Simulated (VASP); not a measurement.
Input of a VASP 6.6.1 run:

INCAR

```
ALGO = Normal ; EDIFF = 1E-7
EDIFFG = -0.01 ; ENCUT = 500
GGA = PE ; GGA_COMPAT = False
IBRION = 2 ; ISIF = 4
ISMEAR = 0 ; LASPH = True
LCHARG = False ; LREAL = False
LWAVE = False ; NELM = 120
NELMIN = 4 ; NSW = 50
PREC = Accurate ; SIGMA = 0.1
```

KPOINTS

```
k-points
0
Gamma
  12 12 8
```

The input POSCAR:

```
MoRu2
1.0
    4.8773837742      0.0000000000      0.0000000000
   -2.4386918871      4.2239382525      0.0000000000
    0.0000000000      0.0000000000      4.4548360464
Mo Ru
2 4
Direct
    0.6666666667      0.3333333333      0.0000000000
    0.3333333333      0.6666666667      0.0000000000
    0.0000000000      0.0000000000      0.0000000000
    0.0000000000      0.3307230109      0.5000000000
    0.6692769891      0.6692769891      0.5000000000
    0.3307230109      0.0000000000      0.5000000000
```

Potentials or basis: VASP PAW PBE potentials, release 64 (Mo_sv, Ru_pv).

The run is started by

```sh
$ cat potpaw_PBE.64/Mo_sv/POTCAR potpaw_PBE.64/Ru_pv/POTCAR > POTCAR
$ mpirun -np 1 vasp_std > vasp.out
```

(1) Estimate the band gap on the k mesh.

Results:

(1) zero (bands 42 and 43 overlap by 0.72 eV).
